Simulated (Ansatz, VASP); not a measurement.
# Two plane-wave programs on HfN

```
Hf N
1.0
     3.15466    0.00000    0.00000
    -1.57733    2.73202    0.00000
     0.00000    0.00000    5.45264
Hf N
2 2
Direct
  0.33333 0.66667 0.25000
  0.66667 0.33333 0.75000
  0.00000 0.00000 0.50000
  0.00000 0.00000 0.00000
```

Alike in both runs: task single point; functional LDA; k mesh 10 × 10 × 5; occupations fermi-dirac, width 0.05 eV; no spin polarisation.

|  | VASP | Ansatz |
| --- | --- | --- |
| version | VASP 6.6.1 | Ansatz 0.2.0 |
| potentials or method | VASP PAW LDA potentials, release 64 (Hf_pv, N) | Ansatz PAW |
| plane-wave cutoff (eV) | 520 | 420 |
| valence electrons in the cell | 30 | 62 |

```tsv
	VASP	Ansatz	Ansatz less VASP
gap on the k mesh at the Fermi level (eV)	none	none	-
pressure (GPa)	-15.0	-13.8	+1.16
traceless stress, the component that is largest in VASP (GPa)	-0.45	-0.48	-0.026
```

LDA's correlation is that of Perdew and Zunger in VASP and of Perdew and Wang (1992) in Ansatz. A gap of «none» marks a metal or a gap that the smearing closes. VASP's potentials hold 30 valence electrons a cell and Ansatz's 62, so a difference there can come from the potentials and not from the codes.

Neither program's run includes spin-orbit coupling.
